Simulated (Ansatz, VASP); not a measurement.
## Two plane-wave programs on Ti

Contents of INCAR:

```
ALGO = Normal ; EDIFF = 1E-6
ENCUT = 520 ; GGA = PS
ISIF = 2 ; ISMEAR = -1
LASPH = T ; LCHARG = F
LREAL = F ; LWAVE = F
NBANDS = 12 ; NELM = 80
PREC = Accurate ; SIGMA = 0.15
```

Contents of KPOINTS:

```
k-points
0
Gamma
  15 15 15
```

File POSCAR:

```
Ti
1.0
   -1.5917700000      1.6410000000      1.6410000000
    1.6410000000     -1.5917700000      1.6410000000
    1.6410000000      1.6410000000     -1.5917700000
Ti
1
Direct
    0.0000000000      0.0000000000      0.0000000000
```

Input for Ansatz:

```yaml
crystal:
  lattice:
    - [-1.59177, 1.641, 1.641]
    - [1.641, -1.59177, 1.641]
    - [1.641, 1.641, -1.59177]
  atoms:
    - { symbol: Ti, position: [0.0, 0.0, 0.0] }
basis:
  ecutwfc: 520.0
kpoints:
  mp_grid:
    grid: [15, 15, 15]
hamiltonian:
  xc: pbesol
scf:
  occupations:
    method: fermi_dirac
    width: 0.15
output:
  stress: true
```

Alike in both runs: task single point; functional PBEsol; k mesh 15 × 15 × 15; occupations fermi-dirac, width 0.15 eV; no spin polarisation.

|  | VASP | Ansatz |
| --- | --- | --- |
| version | VASP 6.6.1 | Ansatz 0.2.0 |
| potentials or method | VASP PAW PBE potentials, release 64 (Ti_sv), cutoff 520 eV | plane waves, PAW |
| valence electrons in the cell | 12 | 12 |

Ansatz gave:

```
pressure (GPa)                                                : -5.7
traceless stress, the component that is largest in VASP (GPa) : -1.24
```

What did VASP give for the same quantities?

Pressure (GPa): -5.9; traceless stress, the component that is largest in VASP (GPa): -1.23.

VASP's potentials were made for PBE, not for PBEsol. The functional is the same, so the differences come from potentials, cutoffs and numerics.
